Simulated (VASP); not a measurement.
Wanted: the native input for a VASP 6.6.1 run.

```yaml
Task: single point
Functional: PBE
Potentials_or_basis: VASP PAW PBE potentials, release 64 (Zn, O)
Cutoff: 520 eV
k_mesh: 12 × 12 × 6
Occupations: fermi-dirac, width 0.02 eV
Spin: no spin polarisation
Dipole_correction: no
Further_INCAR_settings: ALGO = Normal; EDIFF = 1e-06; NBANDS = 26
```

The structure of ZnO lies in POSCAR:

```
ZnO
1.0
    3.0251896613      0.0000000000      0.0000000000
   -1.5125948307      2.6198910980      0.0000000000
    0.0000000000      0.0000000000      5.1920976491
Zn O
2 2
Direct
    0.0000000000      0.0000000000      0.0000000000
    0.0000000000      0.0000000000      0.5000000000
    0.3333333333      0.6666666667      0.2500000000
    0.6666666667      0.3333333333      0.7500000000
```

These files were run (other wordings do the same):

INCAR

```
ALGO = Normal
EDIFF = 1E-6
ENCUT = 520
GGA = PE
ISIF = 2
ISMEAR = -1
LASPH = T
LCHARG = F
LREAL = F
LWAVE = F
NBANDS = 26
NELM = 100
PREC = Accurate
SIGMA = 0.02
```

KPOINTS

```
k-points
0
Gamma
  12 12 6
```

Potentials or basis: VASP PAW PBE potentials, release 64 (Zn, O).

Launch:

```sh
$ cat potpaw_PBE.64/Zn/POTCAR potpaw_PBE.64/O/POTCAR > POTCAR
$ mpirun -np 1 vasp_std > vasp.out
```

It gave:

```json
{"Pressure": "0.9 GPa", "Band gap on the k mesh": "0.52 eV, direct"}
```

It took 52 s on 1 thread of Intel(R) Xeon(R) Platinum 8488C (Sapphire Rapids) (shared host), peak memory 0.2 GiB.
